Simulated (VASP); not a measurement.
**TaH: relaxation of cell and atoms with PBE**

The system is TaH.

```
CELL_PARAMETERS angstrom
6.23180 0.00000 0.00000
0.00000 3.66981 0.00000
0.00000 0.00000 4.76461
ATOMIC_POSITIONS crystal
Ta 0.68060 0.25000 0.36716
Ta 0.31940 0.75000 0.63284
Ta 0.81940 0.75000 0.86716
Ta 0.18060 0.25000 0.13284
H 0.53559 0.25000 0.87653
H 0.46441 0.75000 0.12347
H 0.96441 0.75000 0.37653
H 0.03559 0.25000 0.62347
```

The cell was built from a structure type or drawn by symmetry, and may not be a known phase.

```
Program                : VASP 6.6.1
Task                   : relaxation of cell and atoms
Functional             : PBE
Potentials or basis    : VASP PAW PBE potentials, release 64 (Ta_pv, H)
Cutoff                 : 600 eV
k mesh                 : 3 × 4 × 4
Occupations            : gaussian, width 0.2 eV
Spin                   : no spin polarisation
Dipole correction      : no
Further INCAR settings : ALGO = Normal; EDIFF = 1e-07; IBRION = 2; EDIFFG = -0.08; NSW = 36; ISIF = 3
```

```yaml
Relaxed_volume: 10.19 Å³/atom
Relaxed_cell: a = 5.351 Å, b = 2.971 Å, c = 5.125 Å, α = 90.00°, β = 90.00°, γ = 90.00°
Space_group_after_relaxing_to_0.1_Å: Pnma (No. 62)
Energy_gained_by_relaxing: 848.9 meV/atom
Ionic_steps: 31
Pressure_after_relaxing: -0.8 GPa
Largest_force_after_relaxing: 0.073 eV/Å
Band_gap_on_the_k_mesh: zero (bands 24 and 25 overlap by 0.80 eV)
```

Forces on the atoms (eV/Å):
```
Ta   0.000  0.000  0.026
Ta   0.000  0.000 -0.026
Ta   0.000  0.000  0.026
Ta   0.000  0.000 -0.026
H   -0.057  0.000 -0.046
H    0.057  0.000  0.046
H    0.057  0.000 -0.046
H   -0.057  0.000  0.046
```

Stress tensor (GPa, compression positive):
```
-0.43  0.00  0.00
 0.00 -0.93  0.00
 0.00  0.00 -0.96
```

The path:
```tsv
step	energy change (eV)	largest force (eV/Å)	pressure (GPa)	volume (Å³)
1	0.0000	0.7554	-28.76	108.96
2	-2.2920	1.0126	26.35	74.77
3	-2.9163	1.0060	0.92	83.51
4	-3.1719	0.6518	1.68	83.16
5	-3.3354	0.5159	3.21	82.75
6	-3.3425	0.9629	7.67	81.84
7	-3.3780	0.6339	5.44	82.25
8	-3.5507	0.9227	2.89	83.31
9	-4.0097	1.2928	-3.83	86.45
10	-4.1059	1.4431	-11.32	92.54
11	-4.2148	1.3649	-8.53	89.64
12	-4.4195	1.4224	-7.92	89.34
13	-4.6546	1.6546	-6.28	88.67
14	-4.5325	2.3597	0.02	86.95
15	-4.7254	1.8391	-5.04	88.22
16	-5.0282	1.8342	-3.56	86.79
17	-5.7742	1.4923	2.25	82.56
18	-5.9166	0.5333	23.48	74.40
19	-6.1219	0.8994	11.79	78.09
20	-6.4584	0.4702	3.62	80.24
21	-6.5514	0.5157	-2.45	82.26
22	-6.6348	0.4757	-1.39	81.82
23	-6.7174	0.3172	1.86	80.71
24	-6.7569	0.1328	-0.01	81.39
25	-6.7588	0.1226	-0.46	81.56
26	-6.7740	0.1061	0.03	81.28
27	-6.7763	0.1009	0.32	81.13
28	-6.7801	0.0964	-0.17	81.30
29	-6.7854	0.0812	-1.59	81.80
30	-6.7871	0.0794	-1.39	81.72
31	-6.7911	0.0732	-0.77	81.48
```

Final structure:
```
CELL_PARAMETERS angstrom
5.35145 0.00000 0.00000
0.00000 2.97106 0.00000
0.00000 0.00000 5.12477
ATOMIC_POSITIONS crystal
Ta 0.74932 0.25000 0.41669
Ta 0.25068 0.75000 0.58331
Ta 0.75068 0.75000 0.91669
Ta 0.24932 0.25000 0.08331
H 0.50954 0.25000 0.75467
H 0.49046 0.75000 0.24533
H 0.99046 0.75000 0.25467
H 0.00954 0.25000 0.74533
```

Levels at points of the mesh, in eV from the Fermi level:
| k point | band 21 | band 22 | band 23 | band 24 | band 25 | band 26 | band 27 | band 28 |
| --- | --- | --- | --- | --- | --- | --- | --- | --- |
| (0.00, 0.00, 0.00) | -0.89 | -0.22 | 0.16 | 0.24 | 0.25 | 0.84 | 0.92 | 2.50 |
| (0.00, 0.50, 0.00) | -1.04 | -1.04 | -0.46 | -0.46 | -0.41 | -0.41 | 2.31 | 2.31 |
| (0.00, 0.00, 0.50) | -0.92 | -0.92 | 0.26 | 0.26 | 1.11 | 1.11 | 1.15 | 1.15 |
| (0.00, 0.50, 0.50) | -1.09 | -1.09 | -0.26 | -0.26 | 0.30 | 0.30 | 4.70 | 4.70 |

Wall time 12 min on 1 thread of Intel(R) Xeon(R) 6975P-C (Granite Rapids), with other jobs on the host, peak memory 0.28 GiB.

Caveat: the k points lie up to 0.53 Å⁻¹ apart in the final cell, too coarse for converged energies and pressures of a metal; the volume moved by over 15 % at a fixed basis, so the end points are rough; spin-orbit coupling is left out, which moves the levels of the heavy elements; the relaxation stopped at a loose force limit of 0.08 eV/Å, so its end isn't a converged minimum.
